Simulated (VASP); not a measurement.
# La (P6/mmm) in VASP: further runs, part 2 of 2

VASP 6.6.1. Earlier steps stand in the parts before.

**4. Relaxation of cell and atoms, PBE, target pressure 65 GPa, at which the enthalpy is minimised**

INCAR

```
ALGO = Normal
EDIFF = 1E-7
EDIFFG = -0.005
ENCUT = 600
GGA = PE
IBRION = 2
ISIF = 3
ISMEAR = -1
LASPH = True
LCHARG = False
LREAL = False
LWAVE = False
NELM = 60
NSW = 60
PREC = Accurate
PSTRESS = 650.0
SIGMA = 0.05
```

KPOINTS

```
k-points
0
Gamma
  15 15 14
```

POSCAR

```
La
1.0
    2.8339693858      0.0000000000      0.0000000000
   -1.4169846929      2.4542894817      0.0000000000
    0.0000000000      0.0000000000      2.6639312227
La
1
Direct
    0.0000000000      0.0000000000      0.0000000000
```

Command:

```console
$ cat potpaw_PBE.64/La/POTCAR > POTCAR
$ mpirun -np 1 vasp_std > vasp.out
```

Wall time 56 s (1 thread of Intel Xeon 6975P-C (Granite Rapids), shared host); peak memory 0.2 GiB.

Results (log left out):

```yaml
Free_energy: -2.6870 eV
Relaxed_volume: 18.54 Å³/atom
Relaxed_cell: a = 2.840 Å, b = 2.840 Å, c = 2.655 Å, α = 90.00°, β = 90.00°, γ = 120.00°
Space_group_after_relaxing_to_0.05_Å: P6/mmm (No. 191)
Energy_change_on_relaxing_the_enthalpy_is_what_falls: -5.3 meV/atom
Ionic_steps: 5
Pressure_after_relaxing: 65.0 GPa
```

The path:
```
step  energy change (eV)  largest force (eV/Å)  pressure (GPa)  volume (Å³)
   1              0.0000                0.0000           64.95        18.53
   2              0.0063                0.0000           65.58        18.51
   3              0.0033                0.0000           65.31        18.52
   4             -0.0313                0.0000           64.08        18.61
   5             -0.0053                0.0000           65.01        18.54
```

Final structure:
```xyz
1
Lattice="2.8398 0.0000 0.0000 -1.4199 2.4593 0.0000 0.0000 0.0000 2.6547" Properties=species:S:1:pos:R:3 pbc="T T T"
La   -1.4199    2.4593    2.6547
```

Levels at points of the mesh, in eV from the Fermi level:
```csv
k point,band 4,band 5,band 6,band 7,band 8,band 9
"(0.00, 0.00, 0.00)",-12.88,-2.62,-0.21,0.93,2.00,2.00
"(0.00, 0.00, 0.50)",-11.74,0.77,1.54,2.51,2.91,2.91
```

Caveat: the cell is relaxed towards a set pressure, so the enthalpy falls and the energy may rise; spin-orbit coupling is left out, which moves the levels of the heavy elements.

**5. Relaxation of cell and atoms, PBE, target pressure 65 GPa, at which the enthalpy is minimised**

INCAR

```
SYSTEM = La
PREC = Accurate
ENCUT = 600
EDIFF = 1E-7
ISMEAR = -1
SIGMA = 0.05
LREAL = .False.
LASPH = .True.
NELM = 80
ALGO = Normal
ISIF = 3
LWAVE = .False.
LCHARG = .False.
GGA = PE
IBRION = 2
NSW = 32
EDIFFG = -0.005
PSTRESS = 650.0
```

KPOINTS

```
regular mesh
0
Gamma
  15 15 14
  0 0 0
```

POSCAR

```
La
1.0
    2.8378387221      0.0000000000      0.0000000000
   -1.4189193611      2.4576404252      0.0000000000
    0.0000000000      0.0000000000      2.6574997023
La
1
Direct
    0.0000000000      0.0000000000      0.0000000000
```

Potentials or basis: VASP PAW PBE potentials, release 64 (La).

Command:

```console
$ cat potpaw_PBE.64/La/POTCAR > POTCAR
$ mpirun -np 1 vasp_std > vasp.out
```

OUTCAR:

```text
SYSTEM = La
   PREC = Accurate
   ENCUT = 600
   EDIFF = 1E-7
   ISMEAR = -1
   LREAL = .False.
   LASPH = .True.
   NELM = 80
   ISIF = 3
   GGA = PE
   IBRION = 2
   NSW = 32
   EDIFFG = -0.005
   PSTRESS = 650.0

 ion  position               nearest neighbor table
   1  0.000  0.000  0.000-

  LATTYP: Found a hexagonal cell.
 ALAT       =     2.8378387221
 C/A-ratio  =     0.9364519843

  Lattice vectors:

 A1 = (   2.8378387221,   0.0000000000,   0.0000000000)
 A2 = (  -1.4189193611,   2.4576404252,   0.0000000000)
 A3 = (   0.0000000000,   0.0000000000,   2.6574997023)

Analysis of symmetry for initial positions (statically):
=====================================================================
 Subroutine PRICEL returns:
[... 361 lines left out ...]
  free energy    TOTEN  =        -2.68704870 eV

  energy without entropy =       -2.67715804  energy(sigma->0) =       -2.68210337

 E-fermi :  16.8470     XC(G=0): -12.7348

 val. band max:       16.8411676576   @ k =   0.4000   0.2000   0.1429
 cond. band min:      16.8572497782   @ k =   0.4000   0.2000   0.2143
 fundamental gap:      0.0160821206
 Fermi energy:        16.8470389383

 k-point     1 :       0.0000    0.0000    0.0000
  band No.  band energies     occupation
      1     -17.3989      2.00000
      2       3.8639      2.00000
      3       3.9665      2.00000
      4       3.9665      2.00000
      5      14.2311      2.00000
      6      16.6350      1.97159
      7      17.7742      0.00000
      8      18.8487      0.00000
      9      18.8487      0.00000
[... 265 lines left out ...]
 k-point    24 :       0.4000    0.2000    0.0000
  band No.  band energies     occupation
      1     -15.2321      2.00000
      2      -3.0200      2.00000
      3      -0.2119      2.00000
      4       5.3600      2.00000
      5      16.5437      1.99537
      6      18.4733      0.00000
      7      18.5508      0.00000
      8      19.3800      0.00000
      9      20.5303      0.00000

 [... further k-points ...]
[... 5 lines left out ...]
  --------------------------------------------------------------------------------------
  -------------------------------------------------------------------------------------
  Total        7.5226356      7.5226356      7.5217593     -0.0000000     -0.0000000      0.0000000
  in kB      650.0499847    650.0499847    649.9742649     -0.0000000     -0.0000000      0.0000000
  external PRESSURE =       0.0247447 kB  Pullay stress =     650.0000000 kB
[... 20 lines left out ...]
  energy  without entropy=       -2.6771580351  energy(sigma->0) =       -2.68210337

  enthalpy is  TOTEN    =         4.8350084558 eV   P V=        7.5220571576

 reached required accuracy - stopping structural energy minimisation
```

CONTCAR:

```text
La
   1.00000000000000
     2.8397708628780762   -0.0000000000189040    0.0000000000000000
    -1.4198854315054437    2.4593137082189060    0.0000000000000000
     0.0000000000000000   -0.0000000000000000    2.6548294432006370
  La
     1
Direct
     0.0000000000000000    0.0000000000000000    0.0000000000000000

  0.00000000E+00  0.00000000E+00  0.00000000E+00
```

Run time: 53 s. Hardware: 1 thread of Intel Xeon 6975P-C (Granite Rapids), shared host; peak memory 0.2 GiB.

What came out:

```yaml
Free_energy: -2.6870 eV
Relaxed_volume: 18.54 Å³/atom
Relaxed_cell: a = 2.840 Å, b = 2.840 Å, c = 2.655 Å, α = 90.00°, β = 90.00°, γ = 120.00°
Space_group_after_relaxing_to_0.05_Å: P6/mmm (No. 191)
Energy_change_on_relaxing_the_enthalpy_is_what_falls: -2.7 meV/atom
Ionic_steps: 6
Pressure_after_relaxing: 65.0 GPa
```

Step by step:
```tsv
step	energy change (eV)	largest force (eV/Å)	pressure (GPa)	volume (Å³)
1	0.0000	0.0000	65.02	18.53
2	-0.0019	0.0000	65.09	18.54
3	-0.0012	0.0000	65.05	18.54
4	-0.0011	0.0000	65.06	18.54
5	-0.0079	0.0000	64.81	18.55
6	-0.0027	0.0000	65.00	18.54
```

Final structure:
```
La
1.0
     2.83977    0.00000    0.00000
    -1.41989    2.45931    0.00000
     0.00000    0.00000    2.65483
La
1
Direct
  0.00000 0.00000 0.00000
```

Caveat: the cell is relaxed towards a set pressure, so the enthalpy falls and the energy may rise; spin-orbit coupling is left out, which moves the levels of the heavy elements.

**6. Overview**

```tsv
task	cell	cutoff (eV)	gap on the mesh (eV)	pressure (GPa)
single point	a = 2.838, b = 2.838, c = 2.657 Å, angles 90.0, 90.0, 120.0°, 1 atom	520	none	65.1
single point	a = 2.837, b = 2.837, c = 2.657 Å, angles 90.0, 90.0, 120.0°, 1 atom	520	none	65.3
relaxation of cell and atoms	relaxed to 65 GPa from a = 2.834, b = 2.834, c = 2.664 Å, angles 90.0, 90.0, 120.0°, 1 atom	600	none	65.0
relaxation of cell and atoms	relaxed to 65 GPa from a = 2.838, b = 2.838, c = 2.657 Å, angles 90.0, 90.0, 120.0°, 1 atom	600	none	65.0
```

Alike in all rows: level PBE; potentials or basis VASP PAW PBE potentials, release 64 (La); no spin polarisation; k mesh 15 × 15 × 14; smearing fermi-dirac 0.05 eV.

Caveats: spin-orbit coupling is left out, which moves the levels of the heavy elements; the cell is relaxed towards a set pressure, so the enthalpy falls and the energy may rise (some runs).

Absolute energies hang on the potentials; compare differences alone.
